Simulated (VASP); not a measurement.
BAs: single point with PBE

The system is BAs.

```
B As
1.0
     0.00000    2.40469    2.40469
     2.40469    0.00000    2.40469
     2.40469    2.40469    0.00000
B As
1 1
Direct
  0.25000 0.25000 0.25000
  0.50000 0.50000 0.50000
```

* Program: VASP 6.6.1
* Task: single point
* Functional: PBE
* Potentials or basis: VASP PAW PBE potentials, release 64 (B, As)
* Cutoff: 500 eV
* k mesh: 12 × 12 × 12
* Occupations: gaussian, width 0.01 eV
* Spin: no spin polarisation

```json
{
 "Pressure": "0.6 GPa",
 "Band gap on the k mesh": "1.20 eV (least direct gap 3.25 eV)"
}
```

Levels at points of the mesh, in eV from the valence-band top:
```csv
k point,band 1,band 2,band 3,band 4,band 5,band 6,band 7,band 8
"(0.00, 0.00, 0.00)",-15.22,0.00,0.00,0.00,3.25,3.25,3.25,4.43
"(0.50, 0.00, 0.00)",-12.42,-8.64,-1.79,-1.79,2.57,4.76,4.76,8.82
"(0.50, 0.50, 0.00)",-11.13,-8.42,-4.00,-4.00,1.45,1.46,11.17,11.17
```

Run time: 24 s on 1 thread of Intel(R) Xeon(R) Platinum 8259CL CPU @ 2.50GHz (Skylake/Cascade Lake), with other jobs on the host, peak memory 0.16 GiB.

A k mesh can miss the band edges.
